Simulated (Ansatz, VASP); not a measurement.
**Two plane-wave programs on CdSn2O3**

```
Cd Sn O
1.0
     4.74329    0.00000    0.00000
    -2.37165    4.10781    0.00000
     0.00000    0.00000    5.96579
Cd Sn O
1 2 3
Cartesian
  0.0000 0.0000 0.0000
  0.0000 2.7385 2.9829
  2.3716 1.3693 2.9829
  2.3716 0.0000 0.0000
  -1.1858 2.0539 0.0000
  1.1858 2.0539 0.0000
```

Alike in both runs: task single point; functional PBE; k mesh 6 × 6 × 4; occupations gaussian, width 0.1 eV; no spin polarisation.

```csv
,VASP,Ansatz
version,VASP 6.6.1,Ansatz 0.2.0
potentials or method,"VASP PAW PBE potentials, release 64 (Cd, Sn_d, O), cutoff 520 eV","scalar-relativistic, plane waves, PAW"
valence electrons in the cell,58,66
```

Ansatz gave:

- gap on the k mesh at the Fermi level (eV): none
- pressure (GPa): -2.9
- traceless stress, the component that is largest in VASP (GPa): -9.47

Task: Which values does VASP return?

Result: gap on the k mesh at the Fermi level (eV): none; pressure (GPa): -2.7; traceless stress, the component that is largest in VASP (GPa): -9.70.

A gap of «none» marks a metal or a gap that the smearing closes. With one functional, cell and mesh, what is left measures potentials, basis and numerics. VASP's potentials hold 58 valence electrons a cell and Ansatz's 66, so a difference there can come from the potentials and not from the codes.
